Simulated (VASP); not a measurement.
# Zn (P6_3/mmc) in VASP: a series of runs, part 2 of 2

VASP 6.6.1. The steps go on from the part before.

**4. Single point, PBEsol (15.06 Å³/atom)**

This run uses another cell than the first one, of 15.06 Å³/atom.

Input file INCAR:

```
PREC = Accurate
ENCUT = 520
EDIFF = 1E-7
ISMEAR = -1
SIGMA = 0.03
LREAL = False
LASPH = True
NELM = 100
ALGO = Normal
ISIF = 2
LWAVE = False
LCHARG = False
GGA = PS
NBANDS = 19
```

Input file KPOINTS:

```
Automatic mesh
0
Gamma
  18 18 8
```

Input file POSCAR:

```
Zn
1.0
    2.6558856186      0.0000000000      0.0000000000
   -1.3279428093      2.3000644152      0.0000000000
    0.0000000000      0.0000000000      4.9301557293
Zn
2
Direct
    0.3333333333      0.6666666667      0.2500000000
    0.6666666667      0.3333333333      0.7500000000
```

Potentials or basis: VASP PAW PBE potentials, release 64 (Zn).

Launch:

```console
cat potpaw_PBE.64/Zn/POTCAR > POTCAR
mpirun -np 1 vasp_std > vasp.out
```

OUTCAR:

```text
PREC = Accurate
   ENCUT = 520
   EDIFF = 1E-7
   ISMEAR = -1
   LREAL = False
   LASPH = True
   NELM = 100
   ISIF = 2
   GGA = PS

 ion  position               nearest neighbor table
   1  0.333  0.667  0.250-   2 2.90   2 2.90   2 2.90   2 2.90   2 2.90   2 2.90
   2  0.667  0.333  0.750-   1 2.90   1 2.90   1 2.90   1 2.90   1 2.90   1 2.90

  LATTYP: Found a hexagonal cell.
 ALAT       =     2.6558856186
 C/A-ratio  =     1.8563132745

  Lattice vectors:

 A1 = (   2.6558856186,   0.0000000000,   0.0000000000)
 A2 = (  -1.3279428093,   2.3000644152,   0.0000000000)
 A3 = (   0.0000000000,   0.0000000000,   4.9301557293)

Analysis of symmetry for initial positions (statically):
=====================================================================
 Subroutine PRICEL returns:
 Original cell was already a primitive cell.

 Routine SETGRP: Setting up the symmetry group for a
 hexagonal supercell.

 Subroutine GETGRP returns: Found 24 space group operations
 (whereof 12 operations were pure point group operations)
 out of a pool of 24 trial point group operations.

The static configuration has the point symmetry D_3d.
 The point group associated with its full space group is D_6h.

Analysis of symmetry for dynamics (positions and initial velocities):
=====================================================================
 Subroutine PRICEL returns:
 Original cell was already a primitive cell.

 Routine SETGRP: Setting up the symmetry group for a
 hexagonal supercell.

 Subroutine GETGRP returns: Found 24 space group operations
 (whereof 12 operations were pure point group operations)
 out of a pool of 24 trial point group operations.

The dynamic configuration has the point symmetry D_3d.
 The point group associated with its full space group is D_6h.

 Subroutine INISYM returns: Found 24 space group operations
 (whereof 12 operations are pure point group operations),
 and found     1 'primitive' translations

----------------------------------------------------------------------------------------

                                     Primitive cell

  volume of cell :      30.1169

  direct lattice vectors                    reciprocal lattice vectors
     2.655885619  0.000000000  0.000000000     0.376522239  0.217385216  0.000000000
    -1.327942809  2.300064415  0.000000000     0.000000000  0.434770432  0.000000000
     0.000000000  0.000000000  4.930155729     0.000000000  0.000000000  0.202833349

  length of vectors
     2.655885619  2.655885619  4.930155729     0.434770432  0.434770432  0.202833349

  position of ions in fractional coordinates (direct lattice)
     0.333333333  0.666666667  0.250000000
     0.666666667  0.333333333  0.750000000

  ion indices of the primitive-cell ions
   primitive index   ion index
                 1           1
                 2           2

----------------------------------------------------------------------------------------

 KPOINTS: Automatic mesh

Automatic generation of k-mesh.
 Grid dimensions read from file:
 generate k-points for:   18   18    8

 Generating k-lattice:

  Cartesian coordinates                     Fractional coordinates (reciprocal lattice)
     0.020917902  0.012076956  0.000000000     0.055555556  0.000000000  0.000000000
     0.000000000  0.024153913  0.000000000     0.000000000  0.055555556  0.000000000
     0.000000000  0.000000000  0.025354169     0.000000000  0.000000000  0.125000000

  Length of vectors
     0.024153913  0.024153913  0.025354169

  Shift w.r.t. Gamma in fractional coordinates (k-lattice)
     0.000000000  0.000000000  0.000000000

 Subroutine IBZKPT returns following result:
 ===========================================

 Found    185 irreducible k-points:

 Following reciprocal coordinates:
            Coordinates               Weight
  0.000000  0.000000  0.000000      1.000000
  0.055556  0.000000  0.000000      6.000000
  0.111111  0.000000  0.000000      6.000000
  0.166667  0.000000  0.000000      6.000000
  0.222222  0.000000  0.000000      6.000000
  0.277778  0.000000  0.000000      6.000000
[... 16 lines left out ...]
  0.333333  0.111111  0.000000     12.000000
  0.388889  0.111111  0.000000     12.000000
 [... further k-points ...]
   k-points           NKPTS =    185   k-points in BZ     NKDIM =    185   number of bands    NBANDS=     19
   number of dos      NEDOS =    301   number of ions     NIONS =      2
   total plane-waves  NPLWV =  16000
   dimension x,y,z NGX =    20 NGY =   20 NGZ =   40
   dimension x,y,z NGXF=    40 NGYF=   40 NGZF=   80
   ions per type =               2
   NGX,Y,Z   is equivalent  to a cutoff of  12.52, 12.52, 13.49 a.u.
   NGXF,Y,Z  is equivalent  to a cutoff of  25.04, 25.04, 26.98 a.u.
 SYSTEM =  unknown system
   PREC   = accura    normal or accurate (medium, high low for compatibility)
   ISTART =      0    job   : 0-new  1-cont  2-samecut
   ICHARG =      2    charge: 1-file 2-atom 10-const
   ISPIN  =      1    spin polarized calculation?
   LNONCOLLINEAR =      F non collinear calculations
   LSORBIT =      F    spin-orbit coupling
   LASPH  =      T    aspherical Exc in radial PAW
   ENCUT  =  520.0 eV  38.22 Ry    6.18 a.u.   4.94  4.94  9.17*2*pi/ulx,y,z
   NELM   =    100;   NELMIN=  2; NELMDL= -5     # of ELM steps
   EDIFF  = 0.1E-06   stopping-criterion for ELM
   LREAL  =      F    real-space projection
   EDIFFG = 0.1E-05   stopping-criterion for IOM
   NSW    =      0    number of steps for IOM
   IBRION =     -1    ionic relax: 0-MD 1-quasi-New 2-CG
   NFREE  =      0    steps in history (QN), initial steepest desc. (CG)
   ISIF   =      2    stress and relaxation
   ISYM   =      2    0-nonsym 1-usesym 2-fastsym
   POTIM  = 0.5000    time-step for ionic-motion
   TEBEG  =    0.0;   TEEND  =   0.0 temperature during run
   PSTRESS=    0.0 pullay stress
   NELECT =      24.0000    total number of electrons
   NUPDOWN=      -1.0000    fix difference up-down
   EMIN   =  10.00;   EMAX   =-10.00  energy-range for DOS
   EFERMI =   0.00;   METHOD = LEGACY
   ISMEAR =    -1;   SIGMA  =   0.03  broadening in eV -4-tet -1-fermi 0-gaus
   EFERMI_NEDOS =   21; number of points for ismear=-14 and -15
   IALGO  =     38    algorithm
   IMIX   =      4    mixing-type and parameters
     AMIX     =   0.40;   BMIX     =  1.00
     AMIX_MAG =   1.60;   BMIX_MAG =  1.00
  volume/ion in A,a.u.               =      15.06       101.62
  Fermi-wavevector in a.u.,A,eV,Ry     =   1.517779  2.868187 31.343109  2.303653
  Thomas-Fermi vector in A             =   2.626989
   LORBIT       =      0    0 simple, 1 ext, 2 COOP (PROOUT), +10 PAW based schemes
   GGA     = PS    functional components
   LHFCALC =     F    Hartree Fock is set to
   AEXX    =    0.0000 exact exchange contribution
   IVDW    =     0    specifies the selected vdW correction
   LEPSILON=     F    determine dielectric tensor
   LRPA    =     F    only Hartree local field effects (RPA)
 non-spin polarized calculation
  energy-cutoff  :      520.00
  volume of cell :       30.12
 maximum number of plane-waves:       837
 NGX is ok and might be reduce to    20
   NGX =  9   NGY =  9   NGZ = 19

 number of electron      24.0000013 magnetization

 Free energy of the ion-electron system (eV)
  ---------------------------------------------------
  ext. energy  EPLUGINS =         0.00000000
  ---------------------------------------------------
  free energy    TOTEN  =        -3.14829875 eV

  energy without entropy =       -3.14681614  energy(sigma->0) =       -3.14755745

 E-fermi :   3.1595     XC(G=0): -11.7531

 val. band max:        3.1402121799   @ k =   0.5000   0.0000   0.5000
 cond. band min:       3.1698745057   @ k =   0.3333   0.2222   0.2500
 fundamental gap:      0.0296623258
 Fermi energy:         3.1595349297

 k-point     1 :       0.0000    0.0000    0.0000
  band No.  band energies     occupation
      1      -7.4861      2.00000
      2      -5.6233      2.00000
      3      -4.9002      2.00000
      4      -4.6675      2.00000
      5      -4.6675      2.00000
      6      -4.6162      2.00000
[... 11 lines left out ...]
     18      22.1881      0.00000
     19      22.1887      0.00000
[... 485 lines left out ...]
 k-point    24 :       0.3889    0.1111    0.0000
  band No.  band energies     occupation
      1      -5.3084      2.00000
      2      -5.2120      2.00000
      3      -5.1243      2.00000
      4      -4.6639      2.00000
      5      -4.5434      2.00000
      6      -4.5206      2.00000
[... 11 lines left out ...]
     18      16.0728      0.00000
     19      17.4174      0.00000

 [... further k-points ...]

------------------------ aborting loop because EDIFF is reached ----------------------------------------

  FORCE on cell =-STRESS in cart. coord.  units (eV):
  Direction    XX          YY          ZZ          XY          YZ          ZX
  --------------------------------------------------------------------------------------
  -------------------------------------------------------------------------------------
  Total       -0.9316172     -0.9316172     -0.6037752      0.0000000      0.0000000      0.0000000
  in kB      -49.5607712    -49.5607712    -32.1200224      0.0000000      0.0000000      0.0000000
  external PRESSURE =     -43.7471883 kB  Pullay stress =       0.0000000 kB

 VOLUME and BASIS-vectors are now :
 -----------------------------------------------------------------------------
  energy-cutoff  :      520.00
  volume of cell :       30.12
      direct lattice vectors                 reciprocal lattice vectors
     2.655885619  0.000000000  0.000000000     0.376522239  0.217385216  0.000000000
    -1.327942809  2.300064415  0.000000000     0.000000000  0.434770432  0.000000000
     0.000000000  0.000000000  4.930155729     0.000000000  0.000000000  0.202833349

 POSITION                                       TOTAL-FORCE (eV/Angst)
 -----------------------------------------------------------------------------------
     -0.00000      1.53338      1.23254        -0.000000      0.000000      0.000000
      1.32794      0.76669      3.69762         0.000000     -0.000000     -0.000000
 -----------------------------------------------------------------------------------
    total drift:                               -0.000000      0.000000      0.000000

  FREE ENERGIE OF THE ION-ELECTRON SYSTEM (eV)
  ---------------------------------------------------
  free  energy   TOTEN  =        -3.1482987487 eV

  energy  without entropy=       -3.1468161422  energy(sigma->0) =       -3.14755745
```

OSZICAR:

```text
N       E                     dE             d eps       ncg     rms          rms(c)
DAV:   1     0.113419601659E+03    0.11342E+03   -0.12353E+04  7190   0.200E+03
DAV:   2     0.180076737077E+01   -0.11162E+03   -0.10786E+03  7083   0.296E+02
DAV:   3    -0.341317894204E+01   -0.52139E+01   -0.51922E+01  7842   0.708E+01
DAV:   4    -0.344493663101E+01   -0.31758E-01   -0.31750E-01  7744   0.570E+00
DAV:   5    -0.344497583690E+01   -0.39206E-04   -0.39206E-04  7717   0.182E-01    0.421E+00
DAV:   6    -0.316808545202E+01    0.27689E+00   -0.11085E+00  7804   0.224E+01    0.308E+00
DAV:   7    -0.315497957317E+01    0.13106E-01   -0.39401E-02  8966   0.341E+00    0.161E+00
DAV:   8    -0.314833122855E+01    0.66483E-02   -0.20440E-03  9598   0.641E-01    0.532E-02
DAV:   9    -0.314829440539E+01    0.36823E-04   -0.22643E-04  9625   0.201E-01    0.358E-02
DAV:  10    -0.314829917521E+01   -0.47698E-05   -0.20254E-05  7341   0.379E-02    0.301E-03
DAV:  11    -0.314829899549E+01    0.17972E-06   -0.57872E-07  7800   0.131E-02    0.203E-03
DAV:  12    -0.314829873952E+01    0.25596E-06   -0.14817E-08  4012   0.214E-03    0.268E-04
DAV:  13    -0.314829874868E+01   -0.91563E-08   -0.58198E-09  3793   0.800E-04
   1 F= -.31482987E+01 E0= -.31475574E+01  d E =-.148261E-02
```

Wall time 33 s (1 thread of Intel Xeon 6975P-C (Granite Rapids), shared host); peak memory 0.2 GiB.

What came out:

```yaml
Free_energy: -3.1483 eV
Pressure: -4.4 GPa
Band_gap_on_the_k_mesh: zero (bands 12 and 13 overlap by 4.64 eV)
```

Caveat: the cell stands under tension; the PAW data sets were made with another functional, which shifts forces and pressure a little.

**5. The runs side by side**

| cell | gap on the mesh (eV) | pressure (GPa) |
| --- | --- | --- |
| a = 2.647, b = 2.647, c = 4.913 Å, angles 90.0, 90.0, 120.0°, 2 atoms | none | -3.7 |
| a = 2.665, b = 2.665, c = 4.897 Å, angles 90.0, 90.0, 120.0°, 2 atoms | none | -4.5 |
| a = 2.656, b = 2.656, c = 4.930 Å, angles 90.0, 90.0, 120.0°, 2 atoms | none | -4.4 |

Alike in all rows: task single point; level PBEsol; potentials or basis VASP PAW PBE potentials, release 64 (Zn); no spin polarisation; k mesh 18 × 18 × 8; cutoff (eV) 520; smearing fermi-dirac 0.03 eV.

Caveats: the cell stands under tension; the PAW data sets were made with another functional, which shifts forces and pressure a little.

Absolute energies hang on the potentials; compare differences alone.
